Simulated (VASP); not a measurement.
P, 1 atom in the cell. The structure is cubic, space group Pm-3m (No. 221). The conventional cell has a = 2.330 Å, b = 2.330 Å, c = 2.330 Å, α = 90.00°, β = 90.00°, γ = 90.00°. P (site symmetry m-3m) has 6 P at 2.33 Å within 3.1 Å. 

* Program: VASP 6.6.1
* Task: single point
* Functional: PBEsol
* Potentials or basis: VASP PAW PBE potentials, release 64 (P)
* Cutoff: 500 eV
* k mesh: 18 × 18 × 18
* Occupations: gaussian, width 0.1 eV
* Spin: no spin polarisation
* Dipole correction: no
* Further INCAR settings: ALGO = Normal; EDIFF = 1e-06; NBANDS = 8

Potentials or basis: VASP PAW PBE potentials, release 64 (P).

Run with:

```sh
$ cat potpaw_PBE.64/P/POTCAR > POTCAR
$ mpirun -np 1 vasp_std > vasp.out
```

Hardware: 1 thread of Intel(R) Xeon(R) Platinum 8488C (Sapphire Rapids), with other jobs on the host.

**Question.** How long does it take, and how much memory?

**Answer.** It took 9.4 s on 1 thread of Intel(R) Xeon(R) Platinum 8488C (Sapphire Rapids) (shared host), peak memory 0.12 GiB. Counts: scf iterations 10, k points 220.
